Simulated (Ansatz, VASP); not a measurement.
# Two plane-wave programs on BeSe3

```xyz
8
Lattice="-5.2262 -0.0046 0.2382 -0.0050 -5.2244 -0.1184 -0.5362 -0.9502 7.4513" Properties=species:S:1:pos:R:3 pbc="T T T"
Be   -0.0169   -0.0159    0.0008
Be   -2.6317   -2.6329    0.0617
Se   -1.8400   -2.3209    6.2166
Se   -4.6075   -4.7834    6.2839
Se   -3.7922   -1.2655    1.3982
Se   -1.3231   -4.0200    1.2244
Se   -5.1046   -2.6636    2.8298
Se   -3.2126   -0.8397    4.9363
```

Change from the starting cell: cell x1, atoms moved at random (sigma 0.1 Å) and cell strained at random (1.5 %), then relaxed without symmetry.

Alike in both runs: functional PBE; k mesh 4 × 4 × 2; occupations gaussian, width 0.1 eV; no spin polarisation.

Ansatz relaxed the structure, and its values are those at the end. VASP's run is a single point on that final structure, the one shown.

|  | VASP | Ansatz |
| --- | --- | --- |
| version | VASP 6.6.1 | Ansatz 0.2.0 |
| potentials or method | VASP PAW PBE potentials, release 64 (Be, Se), cutoff 520 eV | scalar-relativistic, plane waves, PAW |
| valence electrons in the cell | 40 | 100 |

```csv
,VASP,Ansatz,Ansatz less VASP
gap on the k mesh at the Fermi level (eV),0.65,0.65,+0.002
least direct gap on the mesh (eV),0.66,0.67,+0.004
pressure (GPa),0.1,0.0,-0.11
rms of the force components (eV/Å),0.009,0.005,-0.0042
```

With one functional, cell and mesh, what is left measures potentials, basis and numerics. VASP's potentials hold 40 valence electrons a cell and Ansatz's 100, so a difference there can come from the potentials and not from the codes.

The k mesh is coarse, so the values compare programs but aren't converged.
